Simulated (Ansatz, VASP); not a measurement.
## Two plane-wave programs on NaCl

Contents of POSCAR:

```
NaCl
1.0
    3.5021900000      0.0000000000      0.0000000000
    0.0000000000      3.5021900000      0.0000000000
    0.0000000000      0.0000000000      3.5021900000
Cl Na
1 1
Direct
    0.5000000000      0.5000000000      0.5000000000
    0.0000000000      0.0000000000      0.0000000000
```

The input INCAR.step1:

```
ALGO     = Normal         # electronic algorithm
EDIFF    = 1E-5           # SCF threshold, eV
ENCUT    = 520            # plane-wave cutoff, eV
GGA      = PE             # functional
ISIF     = 2              # what is computed and relaxed
ISMEAR   = -1             # smearing method
LASPH    = T              # aspherical terms in the spheres
LCHARG   = F              # write CHGCAR
LREAL    = F              # projectors in reciprocal space
LWAVE    = T              # write WAVECAR
NBANDS   = 14             # bands
NELM     = 60             # most SCF steps
PREC     = Accurate       # precision mode
SIGMA    = 0.05           # smearing width, eV
```

The input INCAR.step2:

```
AEXX     = 0.25           # exact-exchange fraction
ALGO     = Normal         # electronic algorithm
EDIFF    = 1E-7           # SCF threshold, eV
ENCUT    = 520            # plane-wave cutoff, eV
GGA      = PE             # functional
HFSCREEN = 0.2            # screening, 1/A
ISIF     = 2              # what is computed and relaxed
ISMEAR   = -1             # smearing method
ISTART   = 1            
LASPH    = T              # aspherical terms in the spheres
LCHARG   = F              # write CHGCAR
LHFCALC  = T              # exact exchange
LREAL    = F              # projectors in reciprocal space
LWAVE    = F              # write WAVECAR
NBANDS   = 14             # bands
NELM     = 60             # most SCF steps
PREC     = Accurate       # precision mode
PRECFOCK = Normal       
SIGMA    = 0.05           # smearing width, eV
```

KPOINTS

```
k-points
0
Gamma
  4 4 4
```

The input input.yaml:

```yaml
crystal:
  lattice:
    - [3.50219, 0.0, 0.0]
    - [0.0, 3.50219, 0.0]
    - [0.0, 0.0, 3.50219]
  atoms:
    - { symbol: Cl, position: [0.5, 0.5, 0.5] }
    - { symbol: Na, position: [0.0, 0.0, 0.0] }
hamiltonian:
  xc: { exchange: pbe, correlation: pbe, exx: { coeff: 0.25, omega: 0.2 } }
  pseudopotentials: { kind: paw }
kpoints:
  mp_grid: { grid: [4, 4, 4] }
scf:
  occupations: { method: fermi_dirac, width: 0.05 }
output:
  forces: true
  stress: true
  eigenvalues: true
```

Alike in both runs: task single point; functional PBE-based screened hybrid with a share of 0.25 of exact exchange and HFSCREEN = 0.2; k mesh 4 × 4 × 4; occupations fermi-dirac, width 0.05 eV; no spin polarisation.

```csv
,VASP,Ansatz
version,VASP 6.6.1,Ansatz 0.2.0
potentials or method,"VASP PAW PBE potentials, release 64 (Cl, Na_pv)",Ansatz PAW
plane-wave cutoff (eV),520,420
valence electrons in the cell,14,16
```

|  | VASP | Ansatz | Ansatz less VASP |
| --- | --- | --- | --- |
| gap on the k mesh at the Fermi level (eV) | 5.31 | 5.32 | +0.008 |
| least direct gap on the mesh (eV) | 5.84 | 5.85 | +0.008 |
| pressure (GPa) | -0.4 | -0.4 | +0.01 |

VASP's potentials were made for PBE, not for PBE-based screened hybrid. The functional is the same, so the differences come from potentials, cutoffs and numerics. VASP's potentials hold 14 valence electrons a cell and Ansatz's 16, so a difference there can come from the potentials and not from the codes.

The k mesh is coarse, so the values compare programs but aren't converged.
